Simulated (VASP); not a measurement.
Sn: single point with PBEsol

Sn:

```
Sn
1.0
     3.37017    0.00000    0.00000
    -1.68508    2.91865    0.00000
     0.00000    0.00000   11.14259
Sn
4
Direct
  0.00000 0.00000 0.00000
  0.00000 0.00000 0.50000
  0.33333 0.66667 0.25000
  0.66667 0.33333 0.75000
```

This cell differs from its parent crystal: volume scaled by 1.04.

```yaml
Program: VASP 6.6.1
Task: single point
Functional: PBEsol
Potentials_or_basis: VASP PAW PBE potentials, release 64 (Sn_d)
Cutoff: 520 eV
k_mesh: 12 × 12 × 4
Occupations: fermi-dirac, width 0.1 eV
Spin: no spin polarisation
Dipole_correction: no
Further_INCAR_settings: ALGO = Normal; EDIFF = 1e-07; NBANDS = 36
```

```
Pressure               : -1.9 GPa
Band gap on the k mesh : zero (band 28 reaches 13.77 eV, above the bottom of band 29 at 5.40 eV)
```

Stress tensor (GPa, compression positive):
```
-1.79  0.00  0.00
 0.00 -1.79  0.00
 0.00  0.00 -1.99
```

Levels at points of the mesh, in eV from the Fermi level:
| k point | band 26 | band 27 | band 28 | band 29 | band 30 | band 31 |
| --- | --- | --- | --- | --- | --- | --- |
| (0.00, 0.00, 0.00) | 0.83 | 0.83 | 5.87 | 5.87 | 6.60 | 6.60 |
| (0.50, 0.00, 0.00) | -4.06 | -2.10 | -1.73 | -0.31 | 0.53 | 2.18 |
| (0.00, 0.00, 0.50) | -2.56 | 4.71 | 4.71 | 6.09 | 6.09 | 6.09 |
| (0.50, 0.00, 0.50) | -3.49 | -2.95 | -2.95 | 1.33 | 1.33 | 2.52 |

Run time: 2 min on 1 thread of Intel(R) Xeon(R) 6975P-C (Granite Rapids) (shared host), peak memory 0.33 GiB.

Caveat: the PAW data sets were made with another functional, which shifts forces and pressure a little; spin-orbit coupling is left out, which moves the levels of the heavy elements.
